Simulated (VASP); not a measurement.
# W8C9 in VASP: single point with PBE

Aim: the single point of W8C9 with PBE.

Everything below comes from runs of VASP 6.6.1. Logs are shortened: lines on timing, memory, paths and dates and some standing lists are left out, and cuts for length are marked.

### Step 1. The cell of the first run

The cell holds a slab with vacuum, 17 atoms: a = 5.796 Å, b = 5.796 Å, c = 15.252 Å, α = 90.00°, β = 90.00°, γ = 120.00°.

### Step 2. Single point, PBE

The input, INCAR:

```
  PREC = Accurate
  ENCUT = 520
  EDIFF = 1E-6
  ISMEAR = -1
  SIGMA = 0.15
  LREAL = Auto
  LASPH = True
  NELM = 80
  ALGO = Normal
  ISIF = 2
  LWAVE = False
  LCHARG = True
  GGA = PE
  LELF = True
  LVHAR = True
  NBANDS = 88
```

The input, KPOINTS:

```
Automatic mesh
0
Gamma
  2 2 1
```

The input, POSCAR:

```
W8C9
1.0
    5.7964600000      0.0000000000      0.0000000000
   -2.8982300000      5.0198820000      0.0000000000
    0.0000000000      0.0000000000     15.2522600000
W C
8 9
Direct
    0.0000000000      0.0000000000      0.0655641000
    0.0004687868      0.0009289023      0.2599536250
    0.0000000000      0.5000000000      0.0655641000
    0.0004841016      0.4994975097      0.2598949443
    0.5000000000      0.0000000000      0.0655641000
    0.4999862863     -0.0000421239      0.2376356254
    0.5000000000      0.5000000000      0.0655641000
    0.4990326123      0.4994899690      0.2598945572
    0.3299996281      0.1700223334      0.1513158569
    0.3588397102      0.1413741035      0.3384154481
    0.3299834034      0.6599774757      0.1513117610
    0.3587717627      0.7175074493      0.3384336084
    0.8399939070      0.1700058077      0.1512990951
    0.7825267899      0.1413928787      0.3383969615
    0.8333417502      0.6666687570      0.1561741056
    0.8333051003      0.6665834424      0.3323573918
    0.5000229710      0.0000294086      0.3719286066
```

Potentials or basis: VASP PAW PBE potentials, release 64 (W_sv, C).

On the command line:

```bash
$ cat potpaw_PBE.64/W_sv/POTCAR potpaw_PBE.64/C/POTCAR > POTCAR
$ mpirun -np 1 vasp_std > vasp.out
```

OUTCAR:

```text
PREC = Accurate
   ENCUT = 520
   EDIFF = 1E-6
   ISMEAR = -1
   LREAL = Auto
   LASPH = True
   NELM = 80
   ISIF = 2
   GGA = PE

 ion  position               nearest neighbor table
   1  0.000  0.000  0.066-  13 2.11   9 2.11  15 2.17   5 2.90   5 2.90   3 2.90   3 2.90   7 2.90
                             7 2.90   2 2.96
   2  0.000  0.001  0.260-  16 2.01  14 2.17  10 2.17  15 2.31   9 2.34  13 2.34   4 2.89   8 2.89
                             8 2.91   4 2.91   6 2.92   6 2.92   1 2.96
   3  0.000  0.500  0.066-  13 2.11  11 2.11  15 2.17   7 2.90   7 2.90   5 2.90   1 2.90   1 2.90
                             5 2.90   4 2.96
   4  0.000  0.499  0.260-  16 2.01  14 2.17  12 2.17  15 2.31  11 2.34  13 2.34   8 2.89   2 2.89
                             2 2.91   8 2.91   6 2.92   6 2.92   3 2.96
   5  0.500  0.000  0.066-  13 2.15  11 2.15   9 2.15   6 2.62   1 2.90   1 2.90   3 2.90   7 2.90
                             7 2.90   3 2.90
   6  0.500  1.000  0.238-  17 2.05  14 2.09  12 2.09  10 2.09  11 2.16  13 2.16   9 2.16   5 2.62
                             4 2.92   8 2.92   8 2.92   2 2.92   4 2.92   2 2.92
   7  0.500  0.500  0.066-   9 2.11  11 2.11  15 2.17   3 2.90   3 2.90   1 2.90   5 2.90   5 2.90
                             1 2.90   8 2.96
   8  0.499  0.499  0.260-  16 2.01  10 2.17  12 2.17  15 2.31   9 2.34  11 2.34   4 2.89   2 2.89
                             2 2.91   4 2.91   6 2.92   6 2.92   7 2.96
   9  0.330  0.170  0.151-   7 2.11   1 2.11   5 2.15   6 2.16   8 2.34   2 2.34
  10  0.359  0.141  0.338-  17 1.51   6 2.09   8 2.17   2 2.17
  11  0.330  0.660  0.151-   3 2.11   7 2.11   5 2.15   6 2.16   4 2.34   8 2.34
  12  0.359  0.718  0.338-  17 1.51   6 2.09   8 2.17   4 2.17
  13  0.840  0.170  0.151-   3 2.11   1 2.11   5 2.15   6 2.16   4 2.34   2 2.34
  14  0.783  0.141  0.338-  17 1.51   6 2.09   4 2.17   2 2.17
  15  0.833  0.667  0.156-   3 2.17   1 2.17   7 2.17   8 2.31   4 2.31   2 2.31
  16  0.833  0.667  0.332-   2 2.01   4 2.01   8 2.01
  17  0.500  0.000  0.372-  12 1.51  14 1.51  10 1.51   6 2.05

  LATTYP: Found a hexagonal cell.
 ALAT       =     5.7964600000
 C/A-ratio  =     2.6313060040

  Lattice vectors:

 A1 = (   5.7964600000,   0.0000000000,   0.0000000000)
 A2 = (  -2.8982300000,   5.0198820000,   0.0000000000)
 A3 = (   0.0000000000,   0.0000000000,  15.2522600000)

Analysis of symmetry for initial positions (statically):
=====================================================================
 Subroutine PRICEL returns:
 Original cell was already a primitive cell.

 Routine SETGRP: Setting up the symmetry group for a
 hexagonal supercell.

[... 134 lines left out ...]
   ISYM   =      2    0-nonsym 1-usesym 2-fastsym
   POTIM  = 0.5000    time-step for ionic-motion
   TEBEG  =    0.0;   TEEND  =   0.0 temperature during run
   PSTRESS=    0.0 pullay stress
   NELECT =     148.0000    total number of electrons
   NUPDOWN=      -1.0000    fix difference up-down
   EMIN   =  10.00;   EMAX   =-10.00  energy-range for DOS
   EFERMI =   0.00;   METHOD = LEGACY
   ISMEAR =    -1;   SIGMA  =   0.15  broadening in eV -4-tet -1-fermi 0-gaus
   EFERMI_NEDOS =   21; number of points for ismear=-14 and -15
   IALGO  =     38    algorithm
   IMIX   =      4    mixing-type and parameters
     AMIX     =   0.40;   BMIX     =  1.00
     AMIX_MAG =   1.60;   BMIX_MAG =  1.00
  volume/ion in A,a.u.               =      26.11       176.17
  Fermi-wavevector in a.u.,A,eV,Ry     =   1.135268  2.145346 17.535656  1.288834
  Thomas-Fermi vector in A             =   2.271973
   LORBIT       =      0    0 simple, 1 ext, 2 COOP (PROOUT), +10 PAW based schemes
   GGA     = PE    functional components
   LHFCALC =     F    Hartree Fock is set to
   AEXX    =    0.0000 exact exchange contribution
   IVDW    =     0    specifies the selected vdW correction
   LEPSILON=     F    determine dielectric tensor
   LRPA    =     F    only Hartree local field effects (RPA)
 non-spin polarized calculation
  energy-cutoff  :      520.00
  volume of cell :      443.80
 maximum number of plane-waves:     11985
 NGX is ok and might be reduce to    48
   NGX = 21   NGY = 21   NGZ = 57

 number of electron     147.9999994 magnetization

 Free energy of the ion-electron system (eV)
  ---------------------------------------------------
  ext. energy  EPLUGINS =         0.00000000
  ---------------------------------------------------
  free energy    TOTEN  =      -173.79721628 eV

  energy without entropy =     -173.40508189  energy(sigma->0) =     -173.60114908

 E-fermi :   1.0810     XC(G=0):  -6.6409

 val. band max:        0.9086583604   @ k =   0.0000   0.5000   0.0000
 cond. band min:       1.2456225479   @ k =   0.0000   0.0000   0.0000
 fundamental gap:      0.3369641875
 Fermi energy:         1.0810313561

 k-point     1 :       0.0000    0.0000    0.0000
  band No.  band energies     occupation
      1     -73.0023      2.00000
      2     -72.9537      2.00000
      3     -72.9536      2.00000
      4     -72.8755      2.00000
      5     -72.8690      2.00000
      6     -72.8285      2.00000
[... 345 lines left out ...]
     85       3.6242      0.00000
     86       3.7528      0.00000
 [bands above 86 left out]

------------------------ aborting loop because EDIFF is reached ----------------------------------------

  FORCE on cell =-STRESS in cart. coord.  units (eV):
  Direction    XX          YY          ZZ          XY          YZ          ZX
  --------------------------------------------------------------------------------------
  -------------------------------------------------------------------------------------
  Total       -6.0467918     -6.0618852      1.2410383      0.0021178     -0.0089505      0.0014612
  in kB      -21.8295633    -21.8840518      4.4802807      0.0076454     -0.0323123      0.0052749
  external PRESSURE =     -13.0777781 kB  Pullay stress =       0.0000000 kB

 VOLUME and BASIS-vectors are now :
 -----------------------------------------------------------------------------
  energy-cutoff  :      520.00
  volume of cell :      443.80
      direct lattice vectors                 reciprocal lattice vectors
     5.796460000  0.000000000  0.000000000     0.172519089  0.099603935  0.000000000
    -2.898230000  5.019882000  0.000000000     0.000000000  0.199207870  0.000000000
     0.000000000  0.000000000 15.252260000     0.000000000  0.000000000  0.065564054

 POSITION                                       TOTAL-FORCE (eV/Angst)
 -----------------------------------------------------------------------------------
      0.00000      0.00000      1.00000         0.000462     -0.248750      0.710260
      0.00003      0.00466      3.96488        -0.000007      0.012529     -0.000237
     -1.44911      2.50994      1.00000        -0.215908      0.125018      0.706104
     -1.44485      2.50742      3.96399         0.009054     -0.002025      0.015304
      2.89823      0.00000      1.00000        -0.000900     -0.000055     -2.402135
      0.00004      5.01967      3.62448        -0.001904      0.005658     -0.141135
[... 9 lines left out ...]
      2.89831      3.34617      5.06920         0.000304      0.003775      0.101907
      2.89828      0.00015      5.67275        -0.000763      0.004592      0.154984
 -----------------------------------------------------------------------------------
    total drift:                               -0.000375     -0.000160     -0.022293

  FREE ENERGIE OF THE ION-ELECTRON SYSTEM (eV)
  ---------------------------------------------------
  free  energy   TOTEN  =      -173.7972162758 eV

  energy  without entropy=     -173.4050818910  energy(sigma->0) =     -173.60114908
```

stdout:

```text
POSCAR found type information on POSCAR W C
 POSCAR found :  2 types and      17 ions
 scaLAPACK will be used
 LDA part: xc-table for (Slater+PW92), standard interpolation
 POSCAR, INCAR and KPOINTS ok, starting setup
 FFT: planning ... GRIDC
 FFT: planning ... GRID_SOFT
 FFT: planning ... GRID
 WAVECAR not read
 entering main loop
```

Run time: 4.3 min. Hardware: 1 thread of Intel Xeon 6975P-C (Granite Rapids), shared host; peak memory 0.6 GiB.

What came out:

| Quantity | Value |
| --- | --- |
| Free energy | -173.7972 eV |
| Largest force | 2.402 eV/Å |
| Band gap on the k mesh | zero (band 74 reaches 1.27 eV, above the bottom of band 75 at 0.91 eV) |

Forces in eV/Å, atoms in the order of the input:
```
W    0.000 -0.249  0.710
W    0.000  0.013  0.000
W   -0.216  0.125  0.706
W    0.009 -0.002  0.015
W   -0.001  0.000 -2.402
W   -0.002  0.006 -0.141
W    0.216  0.124  0.707
W   -0.010 -0.001  0.016
C   -0.031  0.016 -0.013
C   -0.049  0.018  0.050
C    0.001 -0.036 -0.015
C   -0.001 -0.056  0.044
C    0.033  0.016 -0.011
C    0.052  0.018  0.054
C    0.000  0.000  0.022
C    0.000  0.004  0.102
C   -0.001  0.005  0.155
```

Levels at points of the mesh, in eV from the Fermi level:
| k point | band 71 | band 72 | band 73 | band 74 | band 75 | band 76 | band 77 | band 78 | band 79 | band 80 |
| --- | --- | --- | --- | --- | --- | --- | --- | --- | --- | --- |
| (0.00, 0.00, 0.00) | -0.50 | 0.16 | 0.19 | 0.19 | 0.29 | 0.29 | 0.97 | 1.77 | 1.91 | 1.91 |
| (0.50, 0.00, 0.00) | -1.19 | -0.94 | -0.90 | -0.45 | -0.17 | 0.86 | 1.07 | 1.19 | 1.34 | 1.42 |
| (0.00, 0.50, 0.00) | -1.19 | -0.94 | -0.90 | -0.45 | -0.17 | 0.86 | 1.07 | 1.18 | 1.34 | 1.42 |
| (0.50, 0.50, 0.00) | -1.19 | -0.94 | -0.90 | -0.45 | -0.17 | 0.86 | 1.07 | 1.19 | 1.34 | 1.42 |

Caveat: the k points lie up to 0.63 Å⁻¹ apart; spin-orbit coupling is left out, which moves the levels of the heavy elements.
